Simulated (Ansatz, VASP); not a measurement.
# Au in VASP and in Ansatz

```
CELL_PARAMETERS angstrom
2.89029 0.00000 0.00000
-1.44515 2.50307 0.00000
0.00000 0.00000 4.86472
ATOMIC_POSITIONS crystal
Au 0.33333 0.66667 0.75000
Au 0.66667 0.33333 0.25000
```

Alike in both runs: functional r2SCAN; k mesh 18 × 18 × 10; occupations gaussian, width 0.1 eV; no spin polarisation.

Ansatz relaxed the structure, and its values are those at the end. VASP's run is a single point on that final structure, the one shown.

```csv
,VASP,Ansatz
version,VASP 6.6.1,Ansatz 0.2.0
potentials or method,"VASP PAW PBE potentials, release 64 (Au), cutoff 520 eV","scalar-relativistic, plane waves, PAW"
valence electrons in the cell,22,38
```

|  | VASP | Ansatz | Ansatz less VASP |
| --- | --- | --- | --- |
| gap on the k mesh at the Fermi level (eV) | none | none | - |
| pressure (GPa) | 0.3 | 0.0 | -0.26 |

VASP's potentials were made for PBE, not for r2SCAN. A gap of «none» marks a metal or a gap that the smearing closes. The functional is the same, so the differences come from potentials, cutoffs and numerics. VASP's potentials hold 22 valence electrons a cell and Ansatz's 38, so a difference there can come from the potentials and not from the codes.

Neither program's run includes spin-orbit coupling.
